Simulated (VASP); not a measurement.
Here is a VASP 6.6.1 calculation.

File POSCAR:

```
Sb
1.0
    3.3545324186      0.0000000000      0.0000000000
   -1.6772662093      2.9051102923      0.0000000000
    0.0000000000      0.0000000000      5.4701606500
Sb
2
Direct
    0.6666666667      0.3333333333      0.7500000000
    0.3333333333      0.6666666667      0.2500000000
```

The input INCAR.step1:

```
SYSTEM = Sb
PREC     = Accurate       ! precision mode
ENCUT    = 400            ! plane-wave cutoff, eV
EDIFF    = 1E-5           ! SCF threshold, eV
ISMEAR   = -1             ! smearing method
SIGMA    = 0.05           ! smearing width, eV
LREAL    = .FALSE.        ! projectors in reciprocal space
LASPH    = .TRUE.         ! aspherical terms in the spheres
NELM     = 120            ! most SCF steps
ALGO     = Normal         ! electronic algorithm
ISIF     = 2              ! what is computed and relaxed
LWAVE    = .TRUE.         ! write WAVECAR
LCHARG   = .FALSE.        ! write CHGCAR
GGA      = PE             ! functional
NBANDS   = 22             ! bands
GGA_COMPAT= .FALSE.
```

Contents of INCAR.step2:

```
SYSTEM = Sb
PREC     = Accurate       ! precision mode
ENCUT    = 400            ! plane-wave cutoff, eV
EDIFF    = 1E-6           ! SCF threshold, eV
ISMEAR   = -1             ! smearing method
SIGMA    = 0.05           ! smearing width, eV
LREAL    = .FALSE.        ! projectors in reciprocal space
LASPH    = .TRUE.         ! aspherical terms in the spheres
NELM     = 120            ! most SCF steps
ALGO     = Normal         ! electronic algorithm
ISIF     = 2              ! what is computed and relaxed
LWAVE    = .FALSE.        ! write WAVECAR
LCHARG   = .FALSE.        ! write CHGCAR
GGA      = PS             ! functional
LHFCALC  = .TRUE.         ! exact exchange
AEXX     = 0.25           ! exact-exchange fraction
PRECFOCK = Normal       
ISTART   = 1            
NBANDS   = 22             ! bands
GGA_COMPAT= .FALSE.
```

Contents of KPOINTS:

```
regular mesh
0
G
  5 5 3
  0 0 0
```

Potentials or basis: VASP PAW PBE potentials, release 64 (Sb_d_GW).

Run with:

```console
$ cat potpaw_PBE.64/Sb_d_GW/POTCAR > POTCAR
$ cp INCAR.step1 INCAR
$ mpirun -np 1 vasp_std > vasp.out
$ cp INCAR.step2 INCAR
$ mpirun -np 1 vasp_std > vasp.out
```

What does it give for the band gap on the k mesh?

Zero (bands 15 and 16 overlap by 7.29 eV).

What does it give for the pressure?

-4.6 GPa.

Stress tensor (GPa, compression positive):
```
-6.58  0.00  0.00
 0.00 -6.58  0.00
 0.00  0.00 -0.74
```

Caveat: the k points lie up to 0.43 Å⁻¹ apart, too coarse for converged energies and pressures of a metal; the PAW data sets were made with another functional, which shifts forces and pressure a little; spin-orbit coupling is left out, which moves the levels of the heavy elements.
